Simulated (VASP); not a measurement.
# CoO (Pm-3m) in VASP: a series of runs, part 3 of 3

VASP 6.6.1.

## 6. Single point, r2SCAN+U

This run uses another cell than the first one, of 8.75 Å³/atom, 1.200 times its volume.

The input, POSCAR:

```
CoO
1.0
    2.5958776645      0.0000000000      0.0000000000
    0.0000000000      2.5958776645      0.0000000000
    0.0000000000      0.0000000000      2.5958776645
Co O
1 1
Direct
    0.0000000000      0.0000000000      0.0000000000
    0.5000000000      0.5000000000      0.5000000000
```

The input, INCAR.step1:

```
SYSTEM = CoO
PREC = Accurate
ENCUT = 520
ISMEAR = 0
SIGMA = 0.02
LREAL = .FALSE.
LASPH = .TRUE.
NELM = 150
LMAXMIX = 4
LDAU = .TRUE.
LDAUTYPE = 2
LDAUL = 2 -1
LDAUU = 3.32 0
LDAUJ = 0 0
NBANDS = 14
GGA = PE
ALGO = Normal
EDIFF = 1E-4
LWAVE = .TRUE.
LCHARG = .FALSE.
```

The input, INCAR.step2:

```
SYSTEM = CoO
PREC = Accurate
ENCUT = 520
EDIFF = 1E-7
ISMEAR = 0
SIGMA = 0.02
LREAL = .FALSE.
LASPH = .TRUE.
NELM = 150
ALGO = Normal
ISIF = 2
LWAVE = .FALSE.
LCHARG = .FALSE.
LMAXMIX = 4
LDAU = .TRUE.
LDAUTYPE = 2
LDAUL = 2 -1
LDAUU = 3.32 0
LDAUJ = 0 0
LDAUPRINT = 1
METAGGA = R2SCAN
LMIXTAU = .TRUE.
NBANDS = 14
ISTART = 1
```

The input, KPOINTS:

```
Automatic mesh
0
G
  10 10 10
  0 0 0
```

Potentials or basis: VASP PAW PBE potentials, release 64 (Co, O).

The run is started by

```sh
$ cat potpaw_PBE.64/Co/POTCAR potpaw_PBE.64/O/POTCAR > POTCAR
$ cp INCAR.step1 INCAR
$ mpirun -np 1 vasp_std > vasp.out
$ cp INCAR.step2 INCAR
$ mpirun -np 1 vasp_std > vasp.out
```

OUTCAR:

```text
SYSTEM = CoO
   PREC = Accurate
   ENCUT = 520
   EDIFF = 1E-7
   ISMEAR = 0
   LREAL = .FALSE.
   LASPH = .TRUE.
   NELM = 150
   ISIF = 2
   METAGGA = R2SCAN
   ISTART = 1

 ion  position               nearest neighbor table
   1  0.000  0.000  0.000-   2 2.25   2 2.25   2 2.25   2 2.25   2 2.25   2 2.25   2 2.25   2 2.25

   2  0.500  0.500  0.500-   1 2.25   1 2.25   1 2.25   1 2.25   1 2.25   1 2.25   1 2.25   1 2.25

  LATTYP: Found a simple cubic cell.
 ALAT       =     2.5958776645

  Lattice vectors:

 A1 = (   2.5958776645,   0.0000000000,   0.0000000000)
[... 624 lines left out ...]
     10      14.4164      0.00000
     11      21.2722      0.00000
     12      24.8469      0.00000
     13      28.3687      0.00000
     14      28.6885      0.00000

 [... further k-points ...]
[... 5 lines left out ...]
  --------------------------------------------------------------------------------------
  -------------------------------------------------------------------------------------
  Total       -1.9605186     -1.9605186     -1.9605186     -0.0000000      0.0000000      0.0000000
  in kB     -179.5679787   -179.5679787   -179.5679787     -0.0000000      0.0000000      0.0000000
  external PRESSURE =    -179.5679787 kB  Pullay stress =       0.0000000 kB

 VOLUME and BASIS-vectors are now :
 -----------------------------------------------------------------------------
  energy-cutoff  :      520.00
  volume of cell :       17.49
      direct lattice vectors                 reciprocal lattice vectors
     2.595877665  0.000000000  0.000000000     0.385226166  0.000000000  0.000000000
     0.000000000  2.595877665  0.000000000     0.000000000  0.385226166  0.000000000
     0.000000000  0.000000000  2.595877665     0.000000000  0.000000000  0.385226166

 POSITION                                       TOTAL-FORCE (eV/Angst)
 -----------------------------------------------------------------------------------
      0.00000      0.00000      0.00000         0.000000      0.000000      0.000000
      1.29794      1.29794      1.29794         0.000000      0.000000      0.000000
 -----------------------------------------------------------------------------------
    total drift:                                0.000000      0.000000      0.000000

  FREE ENERGIE OF THE ION-ELECTRON SYSTEM (eV)
  ---------------------------------------------------
  free  energy   TOTEN  =       -16.0106552678 eV

  energy  without entropy=      -16.0095331256  energy(sigma->0) =      -16.01009420
```

OUTCAR.step1:

```text
SYSTEM = CoO
   PREC = Accurate
   ENCUT = 520
   ISMEAR = 0
   LREAL = .FALSE.
   LASPH = .TRUE.
[... 635 lines left out ...]
      0.00000      0.00000      0.00000         0.000000      0.000000      0.000000
      1.29794      1.29794      1.29794         0.000000      0.000000      0.000000
 -----------------------------------------------------------------------------------
    total drift:                               -0.000000      0.000000      0.000000

  FREE ENERGIE OF THE ION-ELECTRON SYSTEM (eV)
  ---------------------------------------------------
  free  energy   TOTEN  =        -8.8196780775 eV

  energy  without entropy=       -8.8190947621  energy(sigma->0) =       -8.81938642
```

OSZICAR.step1:

```text
N       E                     dE             d eps       ncg     rms          rms(c)
DAV:   1     0.818642803483E+02    0.81864E+02   -0.70083E+03  1600   0.125E+03
DAV:   2    -0.579698884652E+01   -0.87661E+02   -0.76185E+02  1712   0.256E+02
DAV:   3    -0.105348267002E+02   -0.47378E+01   -0.45438E+01  1808   0.668E+01
DAV:   4    -0.105873123929E+02   -0.52486E-01   -0.52442E-01  1864   0.692E+00
DAV:   5    -0.105887013781E+02   -0.13890E-02   -0.13889E-02  1804   0.115E+00    0.117E+01
DAV:   6    -0.123468695885E+02   -0.17582E+01   -0.20926E+01  1960   0.711E+01    0.207E+01
DAV:   7    -0.884577494453E+01    0.35011E+01   -0.17489E+01  1978   0.697E+01    0.469E+00
DAV:   8    -0.868404089381E+01    0.16173E+00   -0.69581E-01  2064   0.137E+01    0.156E+00
DAV:   9    -0.873382106930E+01   -0.49780E-01   -0.77688E-02  1856   0.220E+00    0.114E+00
DAV:  10    -0.877895104531E+01   -0.45130E-01   -0.73313E-02  1654   0.315E+00    0.673E-01
DAV:  11    -0.881120708838E+01   -0.32256E-01   -0.24971E-01  1772   0.361E+00    0.414E-01
DAV:  12    -0.881955534977E+01   -0.83483E-02   -0.15433E-02  1876   0.126E+00    0.813E-02
DAV:  13    -0.881909149394E+01    0.46386E-03   -0.20701E-03  1892   0.422E-01    0.886E-02
DAV:  14    -0.881943012759E+01   -0.33863E-03   -0.23543E-03  1762   0.446E-01    0.638E-02
DAV:  15    -0.881966780449E+01   -0.23768E-03   -0.25740E-04  1138   0.161E-01    0.128E-02
DAV:  16    -0.881967807755E+01   -0.10273E-04   -0.49270E-05   802   0.629E-02
   1 F= -.88196781E+01 E0= -.88193864E+01  d E =-.583315E-03
```

It took 29 s on 1 thread of AMD EPYC 9R45 (Zen 5), shared host; peak memory 0.11 GiB.

Results:

- Free energy: -16.0107 eV
- Pressure: -18.0 GPa

Eigenvalues of the final occupation matrices:
```
    site  spin  trace               eigenvalues
site 1 d     1   3.72  0.61 0.61 0.61 0.95 0.95
site 1 d     2   3.72  0.61 0.61 0.61 0.95 0.95
```

Caveat: the PAW data sets were made with another functional, which shifts forces and pressure a little; an odd number of electrons without spin polarisation forces a metal; a magnetic or distorted state may lie lower; the run has no spin polarisation, though such a crystal can be magnetic; U without spin polarisation on a metal has little footing. Spin polarisation is off, so any magnetic state and its effect on volume and gap are missing.

## 7. Summary

| cell | gap on the mesh (eV) | pressure (GPa) |
| --- | --- | --- |
| a = 2.443 Å, 2 atoms | none | 29.9 |
| a = 2.502 Å, 2 atoms | none | 6.1 |
| a = 2.535 Å, 2 atoms | none | -3.9 |
| a = 2.559 Å, 2 atoms | none | -10.1 |
| a = 2.596 Å, 2 atoms | none | -18.0 |

Alike in all rows: task single point; level r2SCAN+U; potentials or basis VASP PAW PBE potentials, release 64 (Co, O); no spin polarisation; Co d U = 3.32 eV; k mesh 10 × 10 × 10; cutoff (eV) 520; smearing gaussian 0.02 eV.

Caveats: the PAW data sets were made with another functional, which shifts forces and pressure a little; an odd number of electrons without spin polarisation forces a metal; a magnetic or distorted state may lie lower; the run has no spin polarisation, though such a crystal can be magnetic; U without spin polarisation on a metal has little footing.

Absolute energies hang on the potentials; compare differences alone.
